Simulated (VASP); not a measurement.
## GaN: single point with r2SCAN

GaN:

```
Ga N
1.0
     4.50700    0.00000    0.00000
     0.00000   -4.50700    0.00000
     0.00000    0.00000   -4.50700
Ga N
4 4
Cartesian
  0.0000 -2.2535 -2.3735
  2.2535 0.0000 -2.2535
  2.2535 -2.2535 0.0000
  0.0000 0.0000 0.0000
  3.3803 -3.3803 -3.3803
  1.1268 -1.1268 -3.3803
  1.1268 -3.3803 -1.1268
  3.3803 -1.1268 -1.1268
```

This cell differs from its parent crystal: atom 1 (Ga) moved -0.120 Å along Cartesian [0 0 1].

```
Program             : VASP 6.6.1
Task                : single point
Functional          : r2SCAN
Potentials or basis : VASP PAW PBE potentials, release 64 (Ga_d, N)
Cutoff              : 520 eV
k mesh              : 6 × 6 × 6
Occupations         : gaussian, width 0.05 eV
Spin                : no spin polarisation
```

```yaml
Pressure: 0.2 GPa
Largest_force: 2.200 eV/Å
Band_gap_on_the_k_mesh: 2.03 eV
```

Forces on the atoms (eV/Å):
```
Ga   0.000  0.000  2.200
Ga   0.000  0.000  0.402
Ga   0.000  0.000 -0.544
Ga   0.000  0.000 -0.544
N   -0.357 -0.357 -0.423
N    0.357  0.357 -0.423
N   -0.215  0.215 -0.335
N    0.215 -0.215 -0.335
```

Stress tensor (GPa, compression positive):
```
 0.46  1.82  0.00
 1.82  0.46  0.00
 0.00  0.00 -0.30
```

Levels at points of the mesh, in eV from the valence-band top:
| k point | band 33 | band 34 | band 35 | band 36 | band 37 | band 38 | band 39 | band 40 |
| --- | --- | --- | --- | --- | --- | --- | --- | --- |
| (0.00, 0.00, 0.00) | -2.71 | -0.12 | -0.06 | 0.00 | 2.03 | 3.39 | 3.72 | 3.98 |
| (0.50, 0.00, 0.00) | -1.60 | -1.59 | -1.57 | -1.56 | 4.94 | 4.95 | 6.67 | 6.68 |
| (0.00, 0.00, 0.50) | -1.88 | -1.79 | -1.42 | -1.32 | 4.81 | 5.16 | 6.44 | 6.83 |
| (0.50, 0.50, 0.00) | -1.41 | -1.28 | -0.98 | -0.85 | 6.93 | 6.94 | 6.96 | 6.97 |
| (0.00, 0.50, 0.50) | -1.22 | -1.14 | -1.10 | -1.01 | 6.88 | 6.97 | 6.99 | 7.06 |
| (0.50, 0.50, 0.50) | -1.02 | -0.98 | -0.92 | -0.76 | 5.00 | 5.07 | 5.11 | 5.16 |

Wall time 5.1 min on 1 thread of Intel(R) Xeon(R) 6975P-C (Granite Rapids), with other jobs on the host, peak memory 0.32 GiB.

Caveat: the cell differs from its parent crystal (atom 1 (Ga) moved -0.120 Å along Cartesian [0 0 1]); the PAW data sets were made with another functional, which shifts forces and pressure a little.
